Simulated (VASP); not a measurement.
# Be8Se7S (P1) in VASP: further runs

Be8Se7S is run at these levels: PBEsol; tasks: single point, relaxation of volume and atoms at fixed shape.

Everything below comes from runs of VASP 6.6.1. Logs are shortened: lines on timing, memory, paths and dates and some standing lists are left out, and cuts for length are marked.

## (1) The cell of the first run

The typed cell holds 64 atoms: a = 10.185 Å, b = 10.185 Å, c = 10.185 Å, α = 90.00°, β = 90.00°, γ = 90.00°.

## (2) Single point, PBEsol

INCAR

```
PREC = Accurate
ENCUT = 500
EDIFF = 1E-6
ISMEAR = -1
SIGMA = 0.05
LREAL = Auto
LASPH = T
NELM = 120
ALGO = Normal
ISIF = 2
LWAVE = F
LCHARG = F
GGA = PS
ISYM = -1
NBANDS = 166
GGA_COMPAT = F
```

KPOINTS

```
explicit points
1
Reciprocal
  0.25000000   0.25000000   0.25000000 1
```

POSCAR

```
Be8Se7S
1.0
   10.1850462120      0.0000000000      0.0000000000
    0.0000000000     10.1850462120      0.0000000000
    0.0000000000      0.0000000000     10.1850462120
Be Se S
32 28 4
Direct
    0.9985310000      0.9993800000      0.0003470000
    0.0007220000      0.9992950000      0.4989090000
    0.0006460000      0.5007610000      0.0004290000
    0.9985350000      0.5008010000      0.4988430000
    0.4944600000      0.9940880000      0.0056000000
    0.5045560000      0.9941220000      0.4936080000
    0.5046920000      0.5061530000      0.0056870000
    0.4945620000      0.5059450000      0.4937200000
    0.2502470000      0.2511310000      0.0004180000
    0.2503600000      0.2489840000      0.4988940000
    0.2556130000      0.7551580000      0.0057390000
    0.2555290000      0.7449890000      0.4936290000
    0.7488170000      0.2490250000      0.0003630000
    0.7488150000      0.2511010000      0.4988910000
    0.7436080000      0.7449840000      0.0055380000
    0.7436450000      0.7550320000      0.4937460000
    0.2554800000      0.9940810000      0.2445590000
    0.2503230000      0.9993740000      0.7486420000
    0.2556300000      0.5061240000      0.2548120000
    0.2503010000      0.5007260000      0.7506750000
    0.7436020000      0.9940900000      0.2546210000
    0.7488650000      0.9993140000      0.7507570000
    0.7435590000      0.5059600000      0.2445950000
    0.7488810000      0.5007740000      0.7485880000
    0.9995270000      0.2500150000      0.2497010000
    0.9996030000      0.2500930000      0.7495990000
    0.9996230000      0.7500420000      0.2496140000
    0.9996250000      0.7500550000      0.7496700000
    0.4995610000      0.2500760000      0.2495590000
    0.4995690000      0.2500750000      0.7496550000
    0.4996170000      0.7500840000      0.2496750000
    0.4995980000      0.7499940000      0.7496520000
    0.1266610000      0.1236850000      0.1253060000
    0.1253190000      0.1250170000      0.6246690000
    0.1280490000      0.6268940000      0.1265390000
    0.1265980000      0.6256430000      0.6233760000
    0.6234190000      0.1223460000      0.1265620000
    0.6246460000      0.1237770000      0.6234380000
    0.6234270000      0.6269010000      0.6219680000
    0.3765770000      0.3783850000      0.1265550000
    0.3753180000      0.3769470000      0.6233270000
    0.3766180000      0.8737120000      0.6220340000
    0.8734310000      0.3769080000      0.1252150000
    0.8746580000      0.3756650000      0.6246240000
    0.8720670000      0.8737020000      0.1265610000
    0.8734860000      0.8749460000      0.6234550000
    0.3766260000      0.1223430000      0.3734110000
    0.3753520000      0.1238030000      0.8765470000
    0.3765980000      0.6269120000      0.8780080000
    0.8734800000      0.1237450000      0.3745810000
    0.8746650000      0.1250190000      0.8753420000
    0.8720550000      0.6268740000      0.3733490000
    0.8734080000      0.6256900000      0.8765200000
    0.1266080000      0.3769020000      0.3745630000
    0.1252760000      0.3756450000      0.8752370000
    0.1281340000      0.8736360000      0.3733610000
    0.1266530000      0.8749490000      0.8765900000
    0.6233930000      0.3784070000      0.3732540000
    0.6245910000      0.3769900000      0.8765670000
    0.6233370000      0.8737110000      0.8780840000
    0.6221500000      0.6283440000      0.1279000000
    0.3779740000      0.8724810000      0.1279680000
    0.3779490000      0.6282540000      0.3721430000
    0.6222540000      0.8725510000      0.3722470000
```

Potentials or basis: VASP PAW PBE potentials, release 64 (Be, Se, S).

The run is started by

```bash
cat potpaw_PBE.64/Be/POTCAR potpaw_PBE.64/Se/POTCAR potpaw_PBE.64/S/POTCAR > POTCAR
mpirun -np 1 vasp_std > vasp.out
```

OUTCAR:

```text
PREC = Accurate
   ENCUT = 500
   EDIFF = 1E-6
   ISMEAR = -1
   LREAL = Auto
   LASPH = T
   NELM = 120
   ISIF = 2
   GGA = PS
   ISYM = -1

 ion  position               nearest neighbor table
   1  0.999  0.999  0.000-  51 2.20  57 2.21  33 2.22  45 2.22
   2  0.001  0.999  0.499-  50 2.21  34 2.21  46 2.21  56 2.23
   3  0.001  0.501  0.000-  55 2.20  43 2.21  53 2.21  35 2.23
   4  0.999  0.501  0.499-  44 2.20  54 2.21  36 2.22  52 2.22
   5  0.494  0.994  0.006-  62 2.12  60 2.22  48 2.22  37 2.22
   6  0.505  0.994  0.494-  64 2.12  47 2.21  42 2.22  38 2.23
[... 56 lines left out ...]
  63  0.378  0.628  0.372-   8 2.12  12 2.12  19 2.13  31 2.15
  64  0.622  0.873  0.372-  16 2.12  21 2.12   6 2.12  31 2.16

IMPORTANT INFORMATION: All symmetrisations will be switched off!
NOSYMM: (Re-)initialisation of all symmetry stuff for point group C_1.

----------------------------------------------------------------------------------------

                                     Primitive cell

  volume of cell :    1056.5475

  direct lattice vectors                    reciprocal lattice vectors
    10.185046212  0.000000000  0.000000000     0.098183158  0.000000000  0.000000000
     0.000000000 10.185046212  0.000000000     0.000000000  0.098183158  0.000000000
     0.000000000  0.000000000 10.185046212     0.000000000  0.000000000  0.098183158

  length of vectors
    10.185046212 10.185046212 10.185046212     0.098183158  0.098183158  0.098183158

  position of ions in fractional coordinates (direct lattice)
     0.998531000  0.999380000  0.000347000
     0.000722000  0.999295000  0.498909000
     0.000646000  0.500761000  0.000429000
     0.998535000  0.500801000  0.498843000
     0.494460000  0.994088000  0.005600000
     0.504556000  0.994122000  0.493608000
[... 56 lines left out ...]
     0.377949000  0.628254000  0.372143000
     0.622254000  0.872551000  0.372247000

  ion indices of the primitive-cell ions
   primitive index   ion index
                 1           1
                 2           2
                 3           3
                 4           4
                 5           5
                 6           6
[... 56 lines left out ...]
                63          63
                64          64

----------------------------------------------------------------------------------------

 KPOINTS: explicit points

Read explicit list of k-points.

 Found      1 k-points:

 Following reciprocal coordinates:
            Coordinates               Weight
  0.250000  0.250000  0.250000      1.000000
   k-points           NKPTS =      1   k-points in BZ     NKDIM =      1   number of bands    NBANDS=    166
   number of dos      NEDOS =    301   number of ions     NIONS =     64
   total plane-waves  NPLWV = 512000
   dimension x,y,z NGX =    80 NGY =   80 NGZ =   80
   dimension x,y,z NGXF=   160 NGYF=  160 NGZF=  160
   ions per type =              32  28   4
   NGX,Y,Z   is equivalent  to a cutoff of  13.06, 13.06, 13.06 a.u.
   NGXF,Y,Z  is equivalent  to a cutoff of  26.12, 26.12, 26.12 a.u.
 SYSTEM =  unknown system
   PREC   = accura    normal or accurate (medium, high low for compatibility)
   ISTART =      0    job   : 0-new  1-cont  2-samecut
   ICHARG =      2    charge: 1-file 2-atom 10-const
   ISPIN  =      1    spin polarized calculation?
   LNONCOLLINEAR =      F non collinear calculations
   LSORBIT =      F    spin-orbit coupling
   LASPH  =      T    aspherical Exc in radial PAW
   ENCUT  =  500.0 eV  36.75 Ry    6.06 a.u.  18.57 18.57 18.57*2*pi/ulx,y,z
   NELM   =    120;   NELMIN=  2; NELMDL= -5     # of ELM steps
   EDIFF  = 0.1E-05   stopping-criterion for ELM
   LREAL  =      T    real-space projection
   EDIFFG = 0.1E-04   stopping-criterion for IOM
   NSW    =      0    number of steps for IOM
   IBRION =     -1    ionic relax: 0-MD 1-quasi-New 2-CG
   NFREE  =      0    steps in history (QN), initial steepest desc. (CG)
   ISIF   =      2    stress and relaxation
   ISYM   =     -1    0-nonsym 1-usesym 2-fastsym
   POTIM  = 0.5000    time-step for ionic-motion
   TEBEG  =    0.0;   TEEND  =   0.0 temperature during run
   PSTRESS=    0.0 pullay stress
   NELECT =     256.0000    total number of electrons
   NUPDOWN=      -1.0000    fix difference up-down
   EMIN   =  10.00;   EMAX   =-10.00  energy-range for DOS
   EFERMI =   0.00;   METHOD = LEGACY
   ISMEAR =    -1;   SIGMA  =   0.05  broadening in eV -4-tet -1-fermi 0-gaus
   EFERMI_NEDOS =   21; number of points for ismear=-14 and -15
   IALGO  =     38    algorithm
   IMIX   =      4    mixing-type and parameters
     AMIX     =   0.40;   BMIX     =  1.00
     AMIX_MAG =   1.60;   BMIX_MAG =  1.00
  volume/ion in A,a.u.               =      16.51       111.41
  Fermi-wavevector in a.u.,A,eV,Ry     =   1.020607  1.928667 14.172350  1.041638
  Thomas-Fermi vector in A             =   2.154186
   LORBIT       =      0    0 simple, 1 ext, 2 COOP (PROOUT), +10 PAW based schemes
   GGA     = PS    functional components
   LHFCALC =     F    Hartree Fock is set to
   AEXX    =    0.0000 exact exchange contribution
   IVDW    =     0    specifies the selected vdW correction
   LEPSILON=     F    determine dielectric tensor
   LRPA    =     F    only Hartree local field effects (RPA)
 non-spin polarized calculation
  energy-cutoff  :      500.00
  volume of cell :     1056.55
 maximum number of plane-waves:     26850
 NGX is ok and might be reduce to    80
   NGX = 37   NGY = 37   NGZ = 37

 number of electron     256.0000009 magnetization

 Free energy of the ion-electron system (eV)
  ---------------------------------------------------
  ext. energy  EPLUGINS =         0.00000000
  ---------------------------------------------------
  free energy    TOTEN  =      -306.50291670 eV

  energy without entropy =     -306.50291670  energy(sigma->0) =     -306.50291670

 E-fermi :   4.5565     XC(G=0):  -9.6623

 val. band max:        3.2844213693   @ k =   0.2500   0.2500   0.2500
 cond. band min:       6.5576976593   @ k =   0.2500   0.2500   0.2500
 fundamental gap:      3.2732762900
 Fermi energy:         4.5565419625

 k-point     1 :       0.2500    0.2500    0.2500
  band No.  band energies     occupation
      1     -10.2521      2.00000
      2      -9.8759      2.00000
      3      -9.8432      2.00000
      4      -9.8427      2.00000
      5      -9.5404      2.00000
      6      -9.5055      2.00000
[... 132 lines left out ...]
    139       8.0111      0.00000
    140       8.0414      0.00000
 [bands above 140 left out]

------------------------ aborting loop because EDIFF is reached ----------------------------------------

  FORCE on cell =-STRESS in cart. coord.  units (eV):
  Direction    XX          YY          ZZ          XY          YZ          ZX
  --------------------------------------------------------------------------------------
  -------------------------------------------------------------------------------------
  Total        1.8578321      1.8577216      1.8579271     -4.2477371     -4.4238218     -4.1625696
  in kB        2.8172671      2.8170996      2.8174112     -6.4413841     -6.7084038     -6.3122338
  external PRESSURE =       2.8172593 kB  Pullay stress =       0.0000000 kB

 VOLUME and BASIS-vectors are now :
 -----------------------------------------------------------------------------
  energy-cutoff  :      500.00
  volume of cell :     1056.55
      direct lattice vectors                 reciprocal lattice vectors
    10.185046212  0.000000000  0.000000000     0.098183158  0.000000000  0.000000000
     0.000000000 10.185046212  0.000000000     0.000000000  0.098183158  0.000000000
     0.000000000  0.000000000 10.185046212     0.000000000  0.000000000  0.098183158

 POSITION                                       TOTAL-FORCE (eV/Angst)
 -----------------------------------------------------------------------------------
     10.17008     10.17873      0.00353         0.008923     -0.021681      0.014709
      0.00735     10.17787      5.08141         0.008070     -0.016195     -0.010510
      0.00658      5.10027      0.00437         0.005719      0.010892      0.002068
     10.17013      5.10068      5.08074         0.007995      0.004848     -0.005950
      5.03610     10.12483      0.05704         0.010843     -0.016368      0.015205
      5.13893     10.12518      5.02742         0.012541     -0.021174     -0.002060
[... 56 lines left out ...]
      3.84943      6.39880      3.79029        -0.007673     -0.000810      0.002902
      6.33769      8.88697      3.79135        -0.008688      0.003964     -0.004960
 -----------------------------------------------------------------------------------
    total drift:                                0.003721      0.005133     -0.000231

  FREE ENERGIE OF THE ION-ELECTRON SYSTEM (eV)
  ---------------------------------------------------
  free  energy   TOTEN  =      -306.5029167036 eV

  energy  without entropy=     -306.5029167036  energy(sigma->0) =     -306.50291670
```

Wall time 6.4 min (1 thread of Intel Xeon Platinum 8488C (Sapphire Rapids), shared host); peak memory 1 GiB.

Results:

```
Free energy            : -306.5029 eV
Pressure               : 0.3 GPa
Largest force          : 0.036 eV/Å
Band gap on the k mesh : 3.27 eV
```

Forces on the atoms (eV/Å):
```
Be   0.009 -0.022  0.015
Be   0.008 -0.016 -0.011
Be   0.006  0.011  0.002
Be   0.008  0.005 -0.006
Be   0.011 -0.016  0.015
Be   0.013 -0.021 -0.002
Be   0.009  0.007  0.014
Be   0.007  0.015 -0.020
Be   0.023 -0.005  0.006
Be   0.015 -0.004 -0.010
Be   0.024 -0.002  0.009
Be   0.027 -0.006 -0.005
Be  -0.004 -0.005  0.011
Be  -0.001  0.000 -0.012
Be  -0.004 -0.001  0.018
Be  -0.002 -0.002 -0.017
Be   0.030 -0.019  0.006
Be   0.021 -0.019 -0.003
Be   0.020  0.005 -0.002
Be   0.020  0.012  0.000
Be  -0.002 -0.020  0.003
Be  -0.005 -0.016  0.003
Be   0.000  0.016 -0.007
Be  -0.005  0.009 -0.001
Be   0.013 -0.003 -0.004
Be   0.001 -0.008  0.002
Be   0.010 -0.008  0.001
Be   0.008  0.000 -0.001
Be   0.007 -0.004  0.003
Be   0.013 -0.002 -0.003
Be   0.009 -0.002  0.004
Be   0.007 -0.003  0.004
Se  -0.024  0.017 -0.007
Se  -0.009  0.011  0.004
Se  -0.010  0.001  0.001
Se  -0.014 -0.004  0.005
Se  -0.007  0.007 -0.009
Se  -0.006  0.011  0.006
Se  -0.004 -0.003  0.004
Se  -0.013  0.003 -0.005
Se  -0.013 -0.007  0.011
Se  -0.017  0.012 -0.004
Se  -0.005 -0.003  0.002
Se   0.002 -0.003  0.006
Se  -0.010  0.013 -0.009
Se  -0.001  0.009  0.005
Se  -0.018  0.009 -0.005
Se  -0.021  0.011 -0.003
Se  -0.015  0.001 -0.004
Se  -0.004  0.010  0.008
Se   0.001  0.015 -0.011
Se  -0.010  0.004  0.002
Se   0.002 -0.010 -0.001
Se  -0.013 -0.001  0.008
Se  -0.013 -0.005 -0.001
Se  -0.020  0.016  0.002
Se  -0.016  0.012 -0.004
Se  -0.007 -0.007  0.013
Se   0.001 -0.004 -0.005
Se   0.000  0.009 -0.012
S   -0.003 -0.008 -0.002
S   -0.016  0.006 -0.007
S   -0.008 -0.001  0.003
S   -0.009  0.004 -0.005
```

Stress tensor (GPa, compression positive):
```
 0.28 -0.64 -0.63
-0.64  0.28 -0.67
-0.63 -0.67  0.28
```

Caveat: the PAW data sets were made with another functional, which shifts forces and pressure a little; a shifted mesh leaves out Γ, where band edges can lie. A k mesh can miss the band edges.

(Continued in part 2 of 2.)
